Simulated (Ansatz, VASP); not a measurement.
# Two plane-wave programs on C

INCAR

```
PREC = Accurate ; ENCUT = 600
EDIFF = 1E-6 ; ISMEAR = -1
SIGMA = 0.01 ; LREAL = False
LASPH = True ; NELM = 120
ALGO = Normal ; ISIF = 2
LWAVE = False ; LCHARG = True
GGA = PE ; LELF = True
LVHAR = True ; NBANDS = 11
GGA_COMPAT = False
```

File KPOINTS:

```
regular mesh
0
Gamma
  13 13 13
```

Contents of POSCAR:

```
C
1.0
    0.0000000000      1.7833700000      1.7833700000
    1.7833700000      0.0000000000      1.7833700000
    1.7833700000      1.7833700000      0.0000000000
C
2
Direct
    0.2500000000      0.2500000000      0.2500000000
    1.0000000000      1.0000000000      1.0000000000
```

The input input.yaml:

```yaml
crystal:
  lattice: { a: 3.56674, b: 3.56674, c: 3.56674, alpha: 90.0, beta: 90.0, gamma: 90.0 }
  space_group: 227
  setting: { origin_choice: 1 }
  reduce_to_primitive: true
  atoms:
    - { symbol: C, wyckoff: "8a", position: [0.25, 0.25, 0.25] }
hamiltonian:
  xc: pbe
  pseudopotentials: { kind: paw, accuracy: stringent }
kpoints:
  mp_grid: { grid: [13, 13, 13] }
scf:
  occupations: { method: fermi_dirac, width: 0.01 }
output:
  forces: true
  stress: true
  eigenvalues: true
  write_density: true
  write_potential: true
  elf: true
  volumetric_format: npy
```

Alike in both runs: functional PBE; k mesh 13 × 13 × 13; occupations fermi-dirac, width 0.01 eV; no spin polarisation.

|  | VASP | Ansatz |
| --- | --- | --- |
| version | VASP 6.6.1 | Ansatz 0.2.0 |
| potentials or method | VASP PAW PBE potentials, release 64 (C) | SSSP precision PAW |
| plane-wave cutoff (eV) | 600 | 612 |
| valence electrons in the cell | 8 | 8 |
| task | single point | electron localisation function |

```tsv
	VASP	Ansatz	Ansatz less VASP
gap on the k mesh at the Fermi level (eV)	4.14	4.16	+0.016
least direct gap on the mesh (eV)	5.59	5.60	+0.013
pressure (GPa)	1.8	2.3	+0.49
```

The functional is the same, so the differences come from potentials, cutoffs and numerics.

Noted on Ansatz's run: odd divisions of the mesh miss points on the zone boundary, where band edges often lie, so the gap on the mesh can be too wide.
